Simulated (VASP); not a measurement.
# Cu (Fm-3m) in VASP: notebook

Cu is run at these levels: PBE; tasks: single point.

All numbers are computed with VASP 6.6.1; they aren't measurements. Logs are shortened: lines on timing, memory, paths and dates and some standing lists are left out, and cuts for length are marked.

**1. The cell of the first run**

Symmetry: Fm-3m, No. 225, cubic system. The conventional cell has a = 3.355 Å, b = 3.355 Å, c = 3.355 Å, α = 90.00°, β = 90.00°, γ = 90.00°. Cu (site symmetry m-3m) has 12 Cu at 2.37 Å within 3.1 Å.

**2. Single point, PBE**

Input file INCAR:

```
ALGO = Normal ; EDIFF = 1E-7
ENCUT = 520 ; GGA = PE
ISIF = 2 ; ISMEAR = -1
LASPH = True ; LCHARG = True
LELF = True ; LREAL = False
LVHAR = True ; LWAVE = False
NBANDS = 12 ; NELM = 80
PREC = Accurate ; SIGMA = 0.05
```

Input file KPOINTS:

```
k-points
0
Gamma
  20 20 20
```

Input file POSCAR:

```
Cu
1.0
    0.0000000000      1.6775142840      1.6775142840
    1.6775142840      0.0000000000      1.6775142840
    1.6775142840      1.6775142840      0.0000000000
Cu
1
Direct
    0.0000000000      0.0000000000      0.0000000000
```

Potentials or basis: VASP PAW PBE potentials, release 64 (Cu).

Started as:

```console
$ cat potpaw_PBE.64/Cu/POTCAR > POTCAR
$ mpirun -np 1 vasp_std > vasp.out
```

OUTCAR:

```text
EDIFF = 1E-7
   ENCUT = 520
   GGA = PE
   ISIF = 2
   ISMEAR = -1
   LASPH = True
   LREAL = False
   NELM = 80
   PREC = Accurate

 ion  position               nearest neighbor table
   1  0.000  0.000  0.000-

  LATTYP: Found a face centered cubic cell.
 ALAT       =     3.3550285680

  Lattice vectors:

 A1 = (   0.0000000000,   1.6775142840,   1.6775142840)
 A2 = (   1.6775142840,   0.0000000000,   1.6775142840)
 A3 = (   1.6775142840,   1.6775142840,   0.0000000000)

Analysis of symmetry for initial positions (statically):
=====================================================================
 Subroutine PRICEL returns:
 Original cell was already a primitive cell.

 Routine SETGRP: Setting up the symmetry group for a
 face centered cubic supercell.

 Subroutine GETGRP returns: Found 48 space group operations
 (whereof 48 operations were pure point group operations)
 out of a pool of 48 trial point group operations.

The static configuration has the point symmetry O_h .

Analysis of symmetry for dynamics (positions and initial velocities):
=====================================================================
 Subroutine PRICEL returns:
 Original cell was already a primitive cell.

 Routine SETGRP: Setting up the symmetry group for a
 face centered cubic supercell.

 Subroutine GETGRP returns: Found 48 space group operations
 (whereof 48 operations were pure point group operations)
 out of a pool of 48 trial point group operations.

The dynamic configuration has the point symmetry O_h .

 Subroutine INISYM returns: Found 48 space group operations
 (whereof 48 operations are pure point group operations),
 and found     1 'primitive' translations

----------------------------------------------------------------------------------------

                                     Primitive cell

  volume of cell :       9.4412

  direct lattice vectors                    reciprocal lattice vectors
     0.000000000  1.677514284  1.677514284    -0.298060055  0.298060055  0.298060055
     1.677514284  0.000000000  1.677514284     0.298060055 -0.298060055  0.298060055
     1.677514284  1.677514284  0.000000000     0.298060055  0.298060055 -0.298060055

  length of vectors
     2.372363452  2.372363452  2.372363452     0.516255159  0.516255159  0.516255159

  position of ions in fractional coordinates (direct lattice)
     0.000000000  0.000000000  0.000000000

  ion indices of the primitive-cell ions
   primitive index   ion index
                 1           1

----------------------------------------------------------------------------------------

 KPOINTS: k-points

Automatic generation of k-mesh.
 Grid dimensions read from file:
 generate k-points for:   20   20   20

 Generating k-lattice:

  Cartesian coordinates                     Fractional coordinates (reciprocal lattice)
    -0.014903003  0.014903003  0.014903003     0.050000000  0.000000000  0.000000000
     0.014903003 -0.014903003  0.014903003     0.000000000  0.050000000  0.000000000
     0.014903003  0.014903003 -0.014903003     0.000000000  0.000000000  0.050000000

  Length of vectors
     0.025812758  0.025812758  0.025812758

  Shift w.r.t. Gamma in fractional coordinates (k-lattice)
     0.000000000  0.000000000  0.000000000

 Subroutine IBZKPT returns following result:
 ===========================================

 Found    256 irreducible k-points:

 Following reciprocal coordinates:
            Coordinates               Weight
  0.000000  0.000000  0.000000      1.000000
  0.050000  0.000000  0.000000      8.000000
  0.100000  0.000000  0.000000      8.000000
  0.150000  0.000000  0.000000      8.000000
  0.200000  0.000000  0.000000      8.000000
  0.250000  0.000000  0.000000      8.000000
[... 16 lines left out ...]
 -0.400000  0.050000  0.000000     24.000000
 -0.350000  0.050000  0.000000     24.000000
 [... further k-points ...]
   k-points           NKPTS =    256   k-points in BZ     NKDIM =    256   number of bands    NBANDS=     12
   number of dos      NEDOS =    301   number of ions     NIONS =      1
   total plane-waves  NPLWV =   5832
   dimension x,y,z NGX =    18 NGY =   18 NGZ =   18
   dimension x,y,z NGXF=    36 NGYF=   36 NGZF=   36
   ions per type =               1
   NGX,Y,Z   is equivalent  to a cutoff of  12.61, 12.61, 12.61 a.u.
   NGXF,Y,Z  is equivalent  to a cutoff of  25.23, 25.23, 25.23 a.u.
 SYSTEM =  unknown system
   PREC   = accura    normal or accurate (medium, high low for compatibility)
   ISTART =      0    job   : 0-new  1-cont  2-samecut
   ICHARG =      2    charge: 1-file 2-atom 10-const
   ISPIN  =      1    spin polarized calculation?
   LNONCOLLINEAR =      F non collinear calculations
   LSORBIT =      F    spin-orbit coupling
   LASPH  =      T    aspherical Exc in radial PAW
   ENCUT  =  520.0 eV  38.22 Ry    6.18 a.u.   4.41  4.41  4.41*2*pi/ulx,y,z
   NELM   =     80;   NELMIN=  2; NELMDL= -5     # of ELM steps
   EDIFF  = 0.1E-06   stopping-criterion for ELM
   LREAL  =      F    real-space projection
   EDIFFG = 0.1E-05   stopping-criterion for IOM
   NSW    =      0    number of steps for IOM
   IBRION =     -1    ionic relax: 0-MD 1-quasi-New 2-CG
   NFREE  =      0    steps in history (QN), initial steepest desc. (CG)
   ISIF   =      2    stress and relaxation
   ISYM   =      2    0-nonsym 1-usesym 2-fastsym
   POTIM  = 0.5000    time-step for ionic-motion
   TEBEG  =    0.0;   TEEND  =   0.0 temperature during run
   PSTRESS=    0.0 pullay stress
   NELECT =      11.0000    total number of electrons
   NUPDOWN=      -1.0000    fix difference up-down
   EMIN   =  10.00;   EMAX   =-10.00  energy-range for DOS
   EFERMI =   0.00;   METHOD = LEGACY
   ISMEAR =    -1;   SIGMA  =   0.05  broadening in eV -4-tet -1-fermi 0-gaus
   EFERMI_NEDOS =   21; number of points for ismear=-14 and -15
   IALGO  =     38    algorithm
   IMIX   =      4    mixing-type and parameters
     AMIX     =   0.40;   BMIX     =  1.00
     AMIX_MAG =   1.60;   BMIX_MAG =  1.00
  volume/ion in A,a.u.               =       9.44        63.71
  Fermi-wavevector in a.u.,A,eV,Ry     =   1.722647  3.255330 40.375438  2.967511
  Thomas-Fermi vector in A             =   2.798672
   LORBIT       =      0    0 simple, 1 ext, 2 COOP (PROOUT), +10 PAW based schemes
   GGA     = PE    functional components
   LHFCALC =     F    Hartree Fock is set to
   AEXX    =    0.0000 exact exchange contribution
   IVDW    =     0    specifies the selected vdW correction
   LEPSILON=     F    determine dielectric tensor
   LRPA    =     F    only Hartree local field effects (RPA)
 non-spin polarized calculation
  energy-cutoff  :      520.00
  volume of cell :        9.44
 maximum number of plane-waves:       271
 NGX is ok and might be reduce to    18
   NGX =  9   NGY =  9   NGZ =  9

 number of electron      11.0000002 magnetization

 Free energy of the ion-electron system (eV)
  ---------------------------------------------------
  ext. energy  EPLUGINS =         0.00000000
  ---------------------------------------------------
  free energy    TOTEN  =        -3.34686725 eV

  energy without entropy =       -3.34490907  energy(sigma->0) =       -3.34588816

 E-fermi :  10.7667     XC(G=0): -14.0807

 val. band max:       10.7561059525   @ k =   0.4500   0.3500   0.0000
 cond. band min:      10.8078051768   @ k =   0.5000   0.2500   0.1000
 fundamental gap:      0.0516992243
 Fermi energy:        10.7667418796

 k-point     1 :       0.0000    0.0000    0.0000
  band No.  band energies     occupation
      1      -0.4795      2.00000
      2       6.8981      2.00000
      3       6.8981      2.00000
      4       6.8981      2.00000
      5       8.0618      2.00000
      6       8.0618      2.00000
      7      35.0540      0.00000
      8      39.5223      0.00000
      9      39.5223      0.00000
     10      39.5223      0.00000
     11      42.4665      0.00000
     12      42.4665      0.00000

 k-point     2 :       0.0500    0.0000    0.0000
  band No.  band energies     occupation
      1      -0.3721      2.00000
      2       6.8693      2.00000
      3       6.9224      2.00000
      4       6.9224      2.00000
      5       8.0513      2.00000
      6       8.0513      2.00000
      7      34.7473      0.00000
      8      38.0134      0.00000
      9      39.2421      0.00000
     10      39.2421      0.00000
     11      42.8662      0.00000
     12      42.8662      0.00000

 k-point     3 :       0.1000    0.0000    0.0000
  band No.  band energies     occupation
      1      -0.0534      2.00000
      2       6.7895      2.00000
      3       6.9874      2.00000
      4       6.9874      2.00000
      5       8.0272      2.00000
      6       8.0272      2.00000
      7      33.2572      0.00000
      8      36.5957      0.00000
      9      38.6734      0.00000
     10      38.6734      0.00000
     11      43.7294      0.00000
     12      43.7294      0.00000
[... 286 lines left out ...]
 k-point    23 :      -0.4000    0.0500    0.0000
  band No.  band energies     occupation
      1       4.1142      2.00000
      2       6.8509      2.00000
      3       6.9191      2.00000
      4       7.7216      2.00000
      5       8.6834      2.00000
      6       9.1948      2.00000
      7      17.4814      0.00000
      8      32.8574      0.00000
      9      35.3994      0.00000
     10      36.9347      0.00000
     11      39.6125      0.00000
     12      41.1795      0.00000

 k-point    24 :      -0.3500    0.0500    0.0000
  band No.  band energies     occupation
      1       3.7782      2.00000
      2       6.9233      2.00000
      3       6.9818      2.00000
      4       7.0771      2.00000
      5       8.4991      2.00000
      6       8.8724      2.00000
      7      19.4892      0.00000
      8      32.9663      0.00000
      9      35.6663      0.00000
     10      37.8522      0.00000
     11      39.6200      0.00000
     12      41.7114      0.00000

 [... further k-points ...]
[... 5 lines left out ...]
  --------------------------------------------------------------------------------------
  -------------------------------------------------------------------------------------
  Total        3.5724058      3.5724058      3.5724058     -0.0000000      0.0000000      0.0000000
  in kB      606.2373488    606.2373488    606.2373488     -0.0000000      0.0000000      0.0000000
  external PRESSURE =     606.2373488 kB  Pullay stress =       0.0000000 kB

 VOLUME and BASIS-vectors are now :
 -----------------------------------------------------------------------------
  energy-cutoff  :      520.00
  volume of cell :        9.44
      direct lattice vectors                 reciprocal lattice vectors
     0.000000000  1.677514284  1.677514284    -0.298060055  0.298060055  0.298060055
     1.677514284  0.000000000  1.677514284     0.298060055 -0.298060055  0.298060055
     1.677514284  1.677514284  0.000000000     0.298060055  0.298060055 -0.298060055

 POSITION                                       TOTAL-FORCE (eV/Angst)
 -----------------------------------------------------------------------------------
      0.00000      0.00000      0.00000        -0.000000      0.000000     -0.000000
 -----------------------------------------------------------------------------------
    total drift:                                0.000000     -0.000000     -0.000000

  FREE ENERGIE OF THE ION-ELECTRON SYSTEM (eV)
  ---------------------------------------------------
  free  energy   TOTEN  =        -3.3468672519 eV

  energy  without entropy=       -3.3449090675  energy(sigma->0) =       -3.34588816
```

Run time: 17 s. Hardware: 1 thread of Intel Xeon Platinum 8488C (Sapphire Rapids), shared host; peak memory 0.14 GiB.

Results:

- Free energy: -3.3469 eV
- Pressure: 60.6 GPa

Levels at points of the mesh, in eV from the Fermi level:
```
           k point  band 4  band 5  band 6  band 7  band 8  band 9
(0.00, 0.00, 0.00)   -3.87   -2.70   -2.70   24.29   28.76   28.76
(0.50, 0.00, 0.00)   -1.91   -1.91   -1.75    5.00   22.68   25.73
(0.50, 0.50, 0.00)   -1.70   -1.70    1.29    8.78   14.89   14.89
```

**3. Single point, PBE**

Input file INCAR:

```
ALGO     = Normal         # electronic algorithm
EDIFF    = 1E-6           # SCF threshold, eV
ENCUT    = 520            # plane-wave cutoff, eV
GGA      = PE             # functional
ISIF     = 2              # what is computed and relaxed
ISMEAR   = -1             # smearing method
LASPH    = T              # aspherical terms in the spheres
LCHARG   = F              # write CHGCAR
LREAL    = F              # projectors in reciprocal space
LWAVE    = F              # write WAVECAR
NBANDS   = 12             # bands
NELM     = 60             # most SCF steps
PREC     = Accurate       # precision mode
SIGMA    = 0.05           # smearing width, eV
```

KPOINTS is that of step 2.

Input file POSCAR:

```
Cu
1.0
    0.0000000000      1.6776510210      1.6776510210
    1.6776510210      0.0000000000      1.6776510210
    1.6776510210      1.6776510210      0.0000000000
Cu
1
Direct
    0.0000000000      0.0000000000      0.0000000000
```

Potentials or basis: VASP PAW PBE potentials, release 64 (Cu).

Started as:

```console
$ cat potpaw_PBE.64/Cu/POTCAR > POTCAR
$ mpirun -np 1 vasp_std > vasp.out
```

It took 15 s on 1 thread of Intel Xeon Platinum 8488C (Sapphire Rapids), shared host; peak memory 0.13 GiB.

Results (log left out):

| Property | Result |
| --- | --- |
| Free energy | -3.3477 eV |
| Pressure | 60.5 GPa |

Levels at points of the mesh, in eV from the Fermi level:
```tsv
k point	band 2	band 3	band 4	band 5	band 6	band 7	band 8	band 9	band 10	band 11
(0.00, 0.00, 0.00)	-3.87	-3.87	-3.87	-2.70	-2.70	24.29	28.75	28.75	28.75	31.70
(0.50, 0.00, 0.00)	-3.92	-3.92	-1.91	-1.91	-1.75	4.99	22.68	25.73	25.73	28.48
(0.50, 0.50, 0.00)	-5.83	-1.93	-1.70	-1.70	1.29	8.77	14.89	14.89	20.02	24.32
```
